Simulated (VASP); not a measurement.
# BN (P1) in VASP: notebook, part 2 of 2

VASP 6.6.1.

## (5) Single point, PBE

This run uses another cell than the first one, of 5.80 Å³/atom, 1.028 times its volume.

Contents of INCAR:

```
SYSTEM = BN
PREC = Accurate ; ENCUT = 520
EDIFF = 1E-6 ; ISMEAR = 0
SIGMA = 0.05 ; LREAL = .False.
LASPH = .True. ; NELM = 100
ALGO = Normal ; ISIF = 2
LWAVE = .False. ; LCHARG = .False.
GGA = PE ; NBANDS = 16
```

Contents of KPOINTS:

```
regular mesh
0
Gamma
  6 6 6
  0 0 0
```

Contents of POSCAR:

```
BN
1.0
    0.0000000000     -1.8123937734     -1.7882889362
   -1.7882889362      0.0000000000     -1.7882889362
    1.7882889362      1.8123937734     -3.5765778724
B N
2 2
Direct
   -0.0031987340      0.0142621553      0.0000000000
    0.5031987340      0.4857378447      0.5000000000
    0.3717265265      0.3895953952      0.8750000000
    0.8782734735      0.8604046048      0.3750000000
```

Started as:

```bash
$ cat potpaw_PBE.64/B/POTCAR potpaw_PBE.64/N/POTCAR > POTCAR
$ mpirun -np 1 vasp_std > vasp.out
```

Wall time 22 s (1 thread of Intel Xeon 6975P-C, shared host); peak memory 0.16 GiB.

It converged, with:

```
Free energy            : -34.8470 eV
Pressure               : 10.7 GPa
Largest force          : 0.402 eV/Å
Band gap on the k mesh : 4.35 eV
```

Forces on the atoms (eV/Å):
```
B    0.234 -0.054  0.184
B   -0.237  0.056 -0.183
N    0.314 -0.074  0.240
N   -0.311  0.073 -0.240
```

Stress tensor (GPa, compression positive):
```
13.34  0.02 -0.06
 0.02  5.28  0.01
-0.06  0.01 13.54
```

Levels at points of the mesh, in eV from the valence-band top:
```
           k point  band 4  band 5  band 6  band 7  band 8  band 9  band 10  band 11  band 12  band 13
(0.00, 0.00, 0.00)   -2.13   -1.91   -0.13   -0.02    0.00    8.79     8.82     8.93    10.24    10.51
(0.50, 0.00, 0.00)   -8.89   -5.41   -5.36   -3.65   -3.64    7.70     7.73    13.21    13.38    14.52
(0.00, 0.50, 0.00)   -8.90   -5.33   -5.09   -3.84   -3.82    7.41     7.55    12.72    13.47    14.36
(0.50, 0.50, 0.50)   -8.90   -5.31   -5.13   -3.83   -3.82    7.43     7.54    12.77    13.39    14.31
(0.50, 0.50, 0.00)   -9.02   -5.10   -5.10   -2.13   -1.91    4.35     9.17    10.20    10.82    10.83
(0.00, 0.50, 0.50)   -9.02   -5.11   -5.10   -2.13   -1.91    4.35     9.14    10.21    10.82    10.84
(0.00, 0.00, 0.50)   -5.59   -1.31   -1.29   -1.11   -1.08    9.65     9.67    10.21    10.26    10.67
(0.50, 0.00, 0.50)   -9.22   -4.92   -4.91   -2.11   -1.94    4.59     9.52    10.20    10.79    10.83
```

Caveat: the k points lie up to 0.48 Å⁻¹ apart.

## (6) Single point, PBE

This run uses another cell than the first one, of 5.95 Å³/atom, 1.056 times its volume.

Contents of INCAR:

```
PREC = Accurate
ENCUT = 520
EDIFF = 1E-7
ISMEAR = 0
SIGMA = 0.05
LREAL = False
LASPH = True
NELM = 100
ALGO = Normal
ISIF = 2
LWAVE = False
LCHARG = False
GGA = PE
NBANDS = 16
```

Contents of KPOINTS:

```
Automatic mesh
0
Gamma
  6 6 6
```

Contents of POSCAR:

```
BN
1.0
    0.0000000000     -1.8123937734     -1.8123937734
   -1.8123937734      0.0000000000     -1.8123937734
    1.8123937734      1.8123937734     -3.6247875468
B N
2 2
Direct
   -0.0015993670      0.0071310777      0.0000000000
    0.5015993670      0.4928689223      0.5000000000
    0.3733632633      0.3822976976      0.8750000000
    0.8766367367      0.8677023024      0.3750000000
```

Potentials or basis: VASP PAW PBE potentials, release 64 (B, N).

Started as:

```bash
$ cat potpaw_PBE.64/B/POTCAR potpaw_PBE.64/N/POTCAR > POTCAR
$ mpirun -np 1 vasp_std > vasp.out
```

OUTCAR:

```text
PREC = Accurate
   ENCUT = 520
   EDIFF = 1E-7
   ISMEAR = 0
   LREAL = False
   LASPH = True
   NELM = 100
   ISIF = 2
   GGA = PE

 ion  position               nearest neighbor table
   1  0.998  0.007  0.000-   3 1.57   3 1.57   3 1.57   4 1.57
   2  0.502  0.493  0.500-   4 1.57   4 1.57   4 1.57   3 1.57
   3  0.373  0.382  0.875-   1 1.57   1 1.57   1 1.57   2 1.57
   4  0.877  0.868  0.375-   2 1.57   2 1.57   2 1.57   1 1.57

  LATTYP: Found a trigonal (rhomboedric) cell.
 ALAT       =     4.4394399578
 COS(alpha) =     0.8333333333

  Lattice vectors:

 A1 = (   1.8123937734,   3.6247875468,  -1.8123937734)
 A2 = (   3.6247875468,   1.8123937734,  -1.8123937734)
 A3 = (   1.8123937734,   1.8123937734,  -3.6247875468)

Analysis of symmetry for initial positions (statically):
=====================================================================
 Subroutine PRICEL returns:
 Original cell was already a primitive cell.

 Routine SETGRP: Setting up the symmetry group for a
 trigonal (rhombohedral) supercell.

 Subroutine GETGRP returns: Found  1 space group operations
 (whereof  1 operations were pure point group operations)
 out of a pool of 12 trial point group operations.

The static configuration has the point symmetry C_1 .

Analysis of symmetry for dynamics (positions and initial velocities):
=====================================================================
 Subroutine PRICEL returns:
 Original cell was already a primitive cell.

 Routine SETGRP: Setting up the symmetry group for a
 trigonal (rhombohedral) supercell.

 Subroutine GETGRP returns: Found  1 space group operations
 (whereof  1 operations were pure point group operations)
 out of a pool of 12 trial point group operations.

[... 116 lines left out ...]
   NUPDOWN=      -1.0000    fix difference up-down
   EMIN   =  10.00;   EMAX   =-10.00  energy-range for DOS
   EFERMI =   0.00;   METHOD = LEGACY
   ISMEAR =     0;   SIGMA  =   0.05  broadening in eV -4-tet -1-fermi 0-gaus
   EFERMI_NEDOS =   21; number of points for ismear=-14 and -15
   IALGO  =     38    algorithm
   IMIX   =      4    mixing-type and parameters
     AMIX     =   0.40;   BMIX     =  1.00
     AMIX_MAG =   1.60;   BMIX_MAG =  1.00
  volume/ion in A,a.u.               =       5.95        40.17
  Fermi-wavevector in a.u.,A,eV,Ry     =   1.433867  2.709616 27.973240  2.055975
  Thomas-Fermi vector in A             =   2.553338
   LORBIT       =      0    0 simple, 1 ext, 2 COOP (PROOUT), +10 PAW based schemes
   GGA     = PE    functional components
   LHFCALC =     F    Hartree Fock is set to
   AEXX    =    0.0000 exact exchange contribution
   IVDW    =     0    specifies the selected vdW correction
   LEPSILON=     F    determine dielectric tensor
   LRPA    =     F    only Hartree local field effects (RPA)
 non-spin polarized calculation
 Gauss-broadening in eV      SIGMA  =   0.05
  energy-cutoff  :      520.00
  volume of cell :       23.81
 maximum number of plane-waves:       663
   NGX =  9   NGY =  9   NGZ = 17

 number of electron      16.0000001 magnetization

 Free energy of the ion-electron system (eV)
  ---------------------------------------------------
  ext. energy  EPLUGINS =         0.00000000
  ---------------------------------------------------
  free energy    TOTEN  =       -34.89206211 eV

  energy without entropy =      -34.89206211  energy(sigma->0) =      -34.89206211

 E-fermi :   7.5412     XC(G=0): -12.7820

 val. band max:        7.3086140541   @ k =   0.0000   0.0000   0.0000
 cond. band min:      11.7530501074   @ k =   0.0000   0.5000   0.5000
 fundamental gap:      4.4444360533
 Fermi energy:         7.5412315627

 k-point     1 :       0.0000    0.0000    0.0000
  band No.  band energies     occupation
      1     -12.8342      2.00000
      2      -8.6550      2.00000
      3      -3.3106      2.00000
      4       5.3810      2.00000
      5       5.3820      2.00000
      6       7.3013      2.00000
[... 433 lines left out ...]
      3      -1.5894      2.00000
      4      -0.0984      2.00000
      5       1.2856      2.00000
      6       1.9072      2.00000
[... 8 lines left out ...]
     15      22.7752      0.00000
     16      23.5814      0.00000

 [... further k-points ...]
[... 5 lines left out ...]
  --------------------------------------------------------------------------------------
  -------------------------------------------------------------------------------------
  Total        0.0240937      0.0409672      0.0311601     -0.0032164      0.0045372      0.0014432
  in kB        1.6210518      2.7563147      2.0964832     -0.2164046      0.3052663      0.0971031
  external PRESSURE =       2.1579499 kB  Pullay stress =       0.0000000 kB

 VOLUME and BASIS-vectors are now :
 -----------------------------------------------------------------------------
  energy-cutoff  :      520.00
  volume of cell :       23.81
      direct lattice vectors                 reciprocal lattice vectors
     0.000000000 -1.812393773 -1.812393773     0.137939119 -0.413817356 -0.137939119
    -1.812393773  0.000000000 -1.812393773    -0.413817356  0.137939119 -0.137939119
     1.812393773  1.812393773 -3.624787547     0.137939119  0.137939119 -0.137939119

 POSITION                                       TOTAL-FORCE (eV/Angst)
 -----------------------------------------------------------------------------------
     -0.01292     -1.80950     -1.82242         0.117538     -0.028104      0.094406
      0.01292     -0.00290     -3.61476        -0.121482      0.025509     -0.091023
      0.89297      0.90916     -4.54124         0.160538     -0.034292      0.121293
     -0.89297     -0.90916     -4.52072        -0.156594      0.036888     -0.124676
 -----------------------------------------------------------------------------------
    total drift:                               -0.000014     -0.000037      0.000012

  FREE ENERGIE OF THE ION-ELECTRON SYSTEM (eV)
  ---------------------------------------------------
  free  energy   TOTEN  =       -34.8920621105 eV

  energy  without entropy=      -34.8920621105  energy(sigma->0) =      -34.89206211
```

stdout:

```text
POSCAR found type information on POSCAR B N
 POSCAR found :  2 types and       4 ions
 scaLAPACK will be used
 LDA part: xc-table for (Slater+PW92), standard interpolation
 POSCAR, INCAR and KPOINTS ok, starting setup
 FFT: planning ... GRIDC
 FFT: planning ... GRID_SOFT
 FFT: planning ... GRID
 WAVECAR not read
 entering main loop
```

It took 25 s on 1 thread of Intel Xeon 6975P-C, shared host; peak memory 0.15 GiB.

What came out:

| Item | Value |
| --- | --- |
| Free energy | -34.8921 eV |
| Pressure | 0.2 GPa |
| Largest force | 0.204 eV/Å |
| Band gap on the k mesh | 4.44 eV |

Forces in eV/Å, atoms in the order of the input:
```
B    0.118 -0.028  0.094
B   -0.121  0.026 -0.091
N    0.161 -0.034  0.121
N   -0.157  0.037 -0.125
```

Caveat: the k points lie up to 0.48 Å⁻¹ apart. A k mesh can miss the band edges.

## (7) The runs side by side

```tsv
cell	gap on the mesh (eV)	pressure (GPa)	largest force (eV/Å)
a = 2.529, b = 2.495, c = 4.341 Å, angles 73.3, 74.5, 60.4°, 4 atoms	4.23	22.5	0.59
a = 2.546, b = 2.529, c = 4.390 Å, angles 73.3, 73.8, 60.2°, 4 atoms	4.35	10.7	0.40
a = 2.563, b = 2.563, c = 4.439 Å, angles 73.2, 73.2, 60.0°, 4 atoms	4.44	0.2	0.20
```

Some of these runs hold the atoms at other places in the same cell, which the table doesn't show; runs alike in all that it shows share one row.

Alike in all rows: task single point; level PBE; potentials or basis VASP PAW PBE potentials, release 64 (B, N); no spin polarisation; k mesh 6 × 6 × 6; cutoff (eV) 520; smearing gaussian 0.05 eV.

Caveats: all runs use coarse meshes.

Total energies depend on the potentials used, so only differences within one code and one set of settings carry meaning.
